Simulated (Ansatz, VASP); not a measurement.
# SrTl2Zn2: VASP beside Ansatz

```
Sr Zn Tl
1.0
     3.47728   -4.47091    0.00000
     3.47728    4.47091    0.00000
     0.00000    0.00000    5.92635
Sr Zn Tl
1 2 2
Direct
  0.00000 0.00000 0.00000
  0.18958 0.18958 0.50000
  0.81042 0.81042 0.50000
  0.29599 0.70401 0.50000
  0.70401 0.29599 0.50000
```

Alike in both runs: functional PBE; k mesh 8 × 8 × 6; occupations gaussian, width 0.1 eV; no spin polarisation.

Ansatz relaxed the structure, and its values are those at the end. VASP's run is a single point on that final structure, the one shown.

|  | VASP | Ansatz |
| --- | --- | --- |
| version | VASP 6.6.1 | Ansatz 0.2.0 |
| potentials or method | VASP PAW PBE potentials, release 64 (Sr_sv, Zn, Tl_d), cutoff 520 eV | scalar-relativistic, plane waves, PAW |
| valence electrons in the cell | 60 | 60 |

Ansatz gave:

* gap on the k mesh at the Fermi level (eV): none
* pressure (GPa): 0.0
* rms of the force components (eV/Å): 0.001

Estimate VASP's values.

gap on the k mesh at the Fermi level (eV): none; pressure (GPa): 0.0; rms of the force components (eV/Å): 0.004.

A gap of «none» marks a metal or a gap that the smearing closes.

Spin-orbit coupling is off throughout.
